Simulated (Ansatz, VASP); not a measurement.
**One calculation of W, two programs**

The input INCAR:

```
SYSTEM = W
PREC = Accurate
ENCUT = 520
EDIFF = 1E-6
ISMEAR = 0
SIGMA = 0.15
LREAL = .FALSE.
LASPH = .TRUE.
NELM = 100
ALGO = Fast
ISIF = 2
LWAVE = .FALSE.
LCHARG = .FALSE.
GGA = PE
NBANDS = 13
```

The input KPOINTS:

```
Automatic mesh
0
G
  20 20 20
  0 0 0
```

File POSCAR:

```
W
1.0
   -1.7351160475      1.6236865766      1.6236865766
    1.6236865766     -1.7351160475      1.6236865766
    1.6236865766      1.6236865766     -1.7351160475
W
1
Direct
    0.0000000000      0.0000000000      0.0000000000
```

Input for Ansatz:

```yaml
crystal:
  lattice:
    - [-1.7351160475, 1.6236865766, 1.6236865766]
    - [1.6236865766, -1.7351160475, 1.6236865766]
    - [1.6236865766, 1.6236865766, -1.7351160475]
  atoms:
    - { symbol: W, position: [0.0, 0.0, 0.0] }
basis:
  ecutwfc: 420
kpoints:
  mp_grid: { grid: [20, 20, 20] }
hamiltonian:
  xc: pbe
  pseudopotentials: { kind: paw, azcp: { folder: soft_1 } }
scf:
  occupations: { method: gaussian, width: 0.15 }
output:
  forces: true
  stress: true
  eigenvalues: true
```

Change from the starting cell: equal engineering shear yz, xz and xy -0.0700, equal normal strain along x, y and z +0.0200.

Alike in both runs: task single point; functional PBE; k mesh 20 × 20 × 20; occupations gaussian, width 0.15 eV; no spin polarisation.

```csv
,VASP,Ansatz
version,VASP 6.6.1,Ansatz 0.2.0
potentials or method,"VASP PAW PBE potentials, release 64 (W_sv), cutoff 520 eV","scalar-relativistic, plane waves, PAW"
valence electrons in the cell,14,14
```

```csv
,VASP,Ansatz,Ansatz less VASP
gap on the k mesh at the Fermi level (eV),none,none,-
pressure (GPa),-12.0,-12.4,-0.40
"traceless stress, the component that is largest in VASP (GPa)",10.98,10.81,-0.171
```

A gap of «none» marks a metal or a gap that the smearing closes.

Spin-orbit coupling is off throughout.
